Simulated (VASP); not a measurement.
Al2GaN3, 12 atoms in the cell. It takes space group Cm (No. 8, monoclinic). Conventional cell: a = 11.934 Å, b = 3.256 Å, c = 7.235 Å, α = 90.00°, β = 105.59°, γ = 90.00°. Al (site symmetry m) has 4 N at 1.92 to 1.95 Å within 2.5 Å. Within 2.5 Å of Al (site symmetry m) lie 4 N at 1.90 to 1.94 Å. Within 2.5 Å of Al (site symmetry m) lie 4 N at 1.90 to 1.96 Å. Al (site symmetry m) has 4 N at 1.90 to 1.94 Å within 2.5 Å. Within 2.6 Å of Ga (site symmetry m) lie 4 N at 1.96 to 2.00 Å. Within 2.6 Å of Ga (site symmetry m) lie 4 N at 1.96 to 2.00 Å. Within 2.5 Å of N (site symmetry m) lie 3 Al at 1.90 to 1.94 Å and 1 Ga at 2.00 Å. Within 2.5 Å of N (site symmetry m) lie 3 Al at 1.90 to 1.94 Å and 1 Ga at 2.00 Å.  This cell differs from its parent crystal: biaxial strain in the a-b plane: +4.0 %, then relaxed in part.

| Property | Result |
| --- | --- |
| Program | VASP 6.6.1 |
| Task | single point |
| Functional | r2SCAN |
| Potentials or basis | VASP PAW PBE potentials, release 64 (Al, Ga_d, N) |
| Cutoff | 520 eV |
| k mesh | 8 × 8 × 4 |
| Occupations | gaussian, width 0.02 eV |
| Spin | no spin polarisation |
| Dipole correction | no |
| Further INCAR settings | ALGO = Normal; EDIFF = 1e-06; NBANDS = 46 |

Potentials or basis: VASP PAW PBE potentials, release 64 (Al, Ga_d, N).

Run with:

```sh
$ cat potpaw_PBE.64/Al/POTCAR potpaw_PBE.64/Ga_d/POTCAR potpaw_PBE.64/N/POTCAR > POTCAR
$ cp INCAR.step1 INCAR
$ mpirun -np 1 vasp_std > vasp.out
$ cp INCAR.step2 INCAR
$ mpirun -np 1 vasp_std > vasp.out
```

Hardware: 1 thread of Oxide Virtual Turin-like Processor, on a shared host.

**Question.** How long does it take, and how much memory?

**Answer.** Run time: 98 min on 1 thread of Oxide Virtual Turin-like Processor, on a shared host, peak memory 0.6 GiB. Counts: k points 78.
